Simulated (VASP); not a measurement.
Runs of VASP 6.6.1 on Ti. The structure is that of space group P6/mmm (No. 191), or close to it. The cells are those of the table. This isn't the form of Ti at room conditions, which is hcp.

```tsv
task	cell	cutoff (eV)	gap on the mesh (eV)	pressure (GPa)
relaxation of cell and atoms	relaxed from a = 4.600, b = 4.600, c = 2.820 Å, angles 90.0, 90.0, 120.0°, 3 atoms	600	none	0.0
single point	a = 4.568, b = 4.568, c = 2.824 Å, angles 90.0, 90.0, 120.0°, 3 atoms	520	none	0.4
single point	a = 4.452, b = 4.452, c = 2.760 Å, angles 90.0, 90.0, 120.0°, 3 atoms	520	none	(a)
single point	a = 4.285, b = 4.285, c = 2.669 Å, angles 90.0, 90.0, 120.0°, 3 atoms	520	none	30.8
single point	a = 4.218, b = 4.218, c = 2.633 Å, angles 90.0, 90.0, 120.0°, 3 atoms	520	none	40.9
```

Alike in all rows: level r2SCAN; potentials or basis VASP PAW PBE potentials, release 64 (Ti_sv); no spin polarisation; k mesh 8 × 8 × 11; smearing methfessel-paxton 0.05 eV.

Task: Fill in the values left out.

Result: (a) 10.5.

Caveats: the PAW data sets were made with another functional, which shifts forces and pressure a little; the cell stands under pressure (at least some runs).

A gap of «none» marks levels without a gap at the run's occupations.
